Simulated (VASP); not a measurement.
# Rh (P6_3/mmc) in VASP: further runs, part 3 of 3

VASP 6.6.1.

**6. Single point, PBEsol**

This run uses another cell than the first one, of 13.80 Å³/atom.

Contents of INCAR:

```
SYSTEM = Rh
PREC = Accurate
ENCUT = 520
EDIFF = 1E-6
ISMEAR = 0
SIGMA = 0.15
LREAL = .FALSE.
LASPH = .TRUE.
NELM = 80
ALGO = Fast
ISIF = 2
LWAVE = .FALSE.
LCHARG = .FALSE.
GGA = PS
NBANDS = 38
```

Contents of KPOINTS:

```
Automatic mesh
0
G
  18 18 6
  0 0 0
```

Contents of POSCAR:

```
Rh
1.0
    2.7023000000      0.0000000000      0.0000000000
   -1.3511500000      2.3402604486      0.0000000000
    0.0000000000      0.0000000000      8.7275109659
Rh
4
Direct
    0.0000000000      0.0000000000      0.0000000000
    0.3333333333      0.6666666667      0.2500000000
    0.0000000000      0.0000000000      0.5000000000
    0.6666666667      0.3333333333      0.7500000000
```

Potentials or basis: VASP PAW PBE potentials, release 64 (Rh_pv).

Started as:

```sh
$ cat potpaw_PBE.64/Rh_pv/POTCAR > POTCAR
$ mpirun -np 1 vasp_std > vasp.out
```

OUTCAR:

```text
SYSTEM = Rh
   PREC = Accurate
   ENCUT = 520
   EDIFF = 1E-6
   ISMEAR = 0
   LREAL = .FALSE.
   LASPH = .TRUE.
   NELM = 80
   ISIF = 2
   GGA = PS

 ion  position               nearest neighbor table
   1  0.000  0.000  0.000-   2 2.68   4 2.68   2 2.68   4 2.68   4 2.68   2 2.68
   2  0.333  0.667  0.250-   1 2.68   3 2.68   1 2.68   3 2.68   1 2.68   3 2.68
   3  0.000  0.000  0.500-   2 2.68   4 2.68   2 2.68   4 2.68   4 2.68   2 2.68
   4  0.667  0.333  0.750-   1 2.68   3 2.68   1 2.68   3 2.68   1 2.68   3 2.68

  LATTYP: Found a hexagonal cell.
 ALAT       =     2.7023000000
 C/A-ratio  =     3.2296602768

  Lattice vectors:

 A1 = (   2.7023000000,   0.0000000000,   0.0000000000)
 A2 = (  -1.3511500000,   2.3402604486,   0.0000000000)
 A3 = (   0.0000000000,   0.0000000000,   8.7275109659)

Analysis of symmetry for initial positions (statically):
=====================================================================
 Subroutine PRICEL returns:
 Original cell was already a primitive cell.

 Routine SETGRP: Setting up the symmetry group for a
 hexagonal supercell.

 Subroutine GETGRP returns: Found 24 space group operations
 (whereof 12 operations were pure point group operations)
 out of a pool of 24 trial point group operations.

The static configuration has the point symmetry D_3d.
 The point group associated with its full space group is D_6h.

Analysis of symmetry for dynamics (positions and initial velocities):
=====================================================================
 Subroutine PRICEL returns:
 Original cell was already a primitive cell.

 Routine SETGRP: Setting up the symmetry group for a
 hexagonal supercell.

 Subroutine GETGRP returns: Found 24 space group operations
 (whereof 12 operations were pure point group operations)
 out of a pool of 24 trial point group operations.

The dynamic configuration has the point symmetry D_3d.
[... 118 lines left out ...]
   EFERMI =   0.00;   METHOD = LEGACY
   ISMEAR =     0;   SIGMA  =   0.15  broadening in eV -4-tet -1-fermi 0-gaus
   EFERMI_NEDOS =   21; number of points for ismear=-14 and -15
   IALGO  =     68    algorithm
   IMIX   =      4    mixing-type and parameters
     AMIX     =   0.40;   BMIX     =  1.00
     AMIX_MAG =   1.60;   BMIX_MAG =  1.00
  volume/ion in A,a.u.               =      13.80        93.12
  Fermi-wavevector in a.u.,A,eV,Ry     =   1.683304  3.180983 38.552271  2.833512
  Thomas-Fermi vector in A             =   2.766529
   LORBIT       =      0    0 simple, 1 ext, 2 COOP (PROOUT), +10 PAW based schemes
   GGA     = PS    functional components
   LHFCALC =     F    Hartree Fock is set to
   AEXX    =    0.0000 exact exchange contribution
   IVDW    =     0    specifies the selected vdW correction
   LEPSILON=     F    determine dielectric tensor
   LRPA    =     F    only Hartree local field effects (RPA)
 non-spin polarized calculation
 RMM-DIIS sequential band-by-band and
 Gauss-broadening in eV      SIGMA  =   0.15
  energy-cutoff  :      520.00
  volume of cell :       55.19
 maximum number of plane-waves:      1515
 NGX is ok and might be reduce to    20
   NGX =  9   NGY =  9   NGZ = 33

 number of electron      59.9999988 magnetization

 Free energy of the ion-electron system (eV)
  ---------------------------------------------------
  ext. energy  EPLUGINS =         0.00000000
  ---------------------------------------------------
  free energy    TOTEN  =       -32.48054906 eV

  energy without entropy =      -32.41633104  energy(sigma->0) =      -32.44844005

 E-fermi :  11.7206     XC(G=0): -14.1943

 val. band max:       11.7159286023   @ k =   0.3333   0.0556   0.1667
 cond. band min:      11.7246991017   @ k =   0.3333   0.0000   0.0000
 fundamental gap:      0.0087704994
 Fermi energy:        11.7205710537

 k-point     1 :       0.0000    0.0000    0.0000
  band No.  band energies     occupation
      1     -35.3805      2.00000
      2     -35.0156      2.00000
      3     -35.0118      2.00000
      4     -34.7416      2.00000
      5     -34.7416      2.00000
      6     -34.6988      2.00000
[... 973 lines left out ...]
     37      21.0743      0.00000
     38      21.1134      0.00000

 [... further k-points ...]
[... 5 lines left out ...]
  --------------------------------------------------------------------------------------
  -------------------------------------------------------------------------------------
  Total       -2.2581503     -2.2581503     -1.1455522     -0.0000000      0.0000000      0.0000000
  in kB      -65.5503893    -65.5503893    -33.2534954     -0.0000000      0.0000000      0.0000000
  external PRESSURE =     -54.7847580 kB  Pullay stress =       0.0000000 kB

 VOLUME and BASIS-vectors are now :
 -----------------------------------------------------------------------------
  energy-cutoff  :      520.00
  volume of cell :       55.19
      direct lattice vectors                 reciprocal lattice vectors
     2.702300000  0.000000000  0.000000000     0.370055138  0.213651434  0.000000000
    -1.351150000  2.340260449  0.000000000     0.000000000  0.427302867  0.000000000
     0.000000000  0.000000000  8.727510966     0.000000000  0.000000000  0.114580206

 POSITION                                       TOTAL-FORCE (eV/Angst)
 -----------------------------------------------------------------------------------
      0.00000      0.00000      0.00000         0.000000      0.000000      0.000000
     -0.00000      1.56017      2.18188        -0.000000      0.000000     -0.000000
      0.00000      0.00000      4.36376         0.000000      0.000000      0.000000
      1.35115      0.78009      6.54563         0.000000     -0.000000     -0.000000
 -----------------------------------------------------------------------------------
    total drift:                                0.000000     -0.000000      0.000000

  FREE ENERGIE OF THE ION-ELECTRON SYSTEM (eV)
  ---------------------------------------------------
  free  energy   TOTEN  =       -32.4805490630 eV

  energy  without entropy=      -32.4163310363  energy(sigma->0) =      -32.44844005
```

stdout:

```text
POSCAR found type information on POSCAR Rh
 POSCAR found :  1 types and       4 ions
 scaLAPACK will be used
 -----------------------------------------------------------------------------
|                                                                             |
|                                                                             |
|     You enforced a specific xc type in the INCAR file but a different       |
|     I HOPE YOU KNOW WHAT YOU ARE DOING!                                     |
|                                                                             |
 -----------------------------------------------------------------------------

 LDA part: xc-table for (Slater+PW92), standard interpolation
 POSCAR, INCAR and KPOINTS ok, starting setup
 FFT: planning ... GRIDC
 FFT: planning ... GRID_SOFT
 FFT: planning ... GRID
 WAVECAR not read
 entering main loop
```

It took 7.1 min on 1 thread of Intel Xeon 8259CL, shared host; peak memory 0.33 GiB.

What came out:

```
Free energy            : -32.4805 eV
Pressure               : -5.5 GPa
Band gap on the k mesh : zero (bands 30 and 31 overlap by 1.97 eV)
```

Levels at points of the mesh, in eV from the Fermi level:
| k point | band 26 | band 27 | band 28 | band 29 | band 30 | band 31 | band 32 | band 33 | band 34 | band 35 |
| --- | --- | --- | --- | --- | --- | --- | --- | --- | --- | --- |
| (0.00, 0.00, 0.00) | -2.63 | -2.63 | -1.48 | -1.48 | -0.90 | -0.90 | -0.35 | -0.35 | 0.43 | 0.43 |
| (0.50, 0.00, 0.00) | 0.50 | 0.53 | 0.61 | 0.61 | 0.79 | 0.83 | 0.86 | 1.13 | 2.19 | 4.24 |
| (0.00, 0.00, 0.50) | -2.89 | -1.16 | -1.16 | -1.16 | -1.16 | -1.12 | -1.12 | 0.07 | 0.07 | 0.07 |
| (0.50, 0.00, 0.50) | -1.02 | -0.11 | -0.11 | 0.53 | 0.53 | 0.77 | 0.77 | 2.80 | 2.80 | 4.18 |

Caveat: the cell stands under tension; the PAW data sets were made with another functional, which shifts forces and pressure a little.

**7. Summary**

| cell | gap on the mesh (eV) | pressure (GPa) |
| --- | --- | --- |
| a = 2.622, b = 2.622, c = 9.426 Å, angles 90.0, 90.0, 120.0°, 4 atoms | none | -6.6 |
| a = 2.729, b = 2.729, c = 8.728 Å, angles 90.0, 90.0, 120.0°, 4 atoms | none | -10.3 |
| a = 2.702, b = 2.702, c = 8.960 Å, angles 90.0, 90.0, 120.0°, 4 atoms | none | -11.9 |
| a = 2.676, b = 2.676, c = 9.193 Å, angles 90.0, 90.0, 120.0°, 4 atoms | none | -12.5 |
| a = 2.702, b = 2.702, c = 8.728 Å, angles 90.0, 90.0, 120.0°, 4 atoms | none | -5.5 |

Alike in all rows: task single point; level PBEsol; potentials or basis VASP PAW PBE potentials, release 64 (Rh_pv); no spin polarisation; k mesh 18 × 18 × 6; cutoff (eV) 520; smearing gaussian 0.15 eV.

Caveats: the PAW data sets were made with another functional, which shifts forces and pressure a little; the stress differs along the axes, from -27 to 4 GPa (at least some runs); the stress differs along the axes, from -12 to -6 GPa (at least some runs); the stress differs along the axes, from -15 to -10 GPa (at least some runs); the stress differs along the axes, from -23 to -7 GPa (at least some runs); the cell stands under tension (at least some runs).

Absolute energies hang on the potentials; compare differences alone.
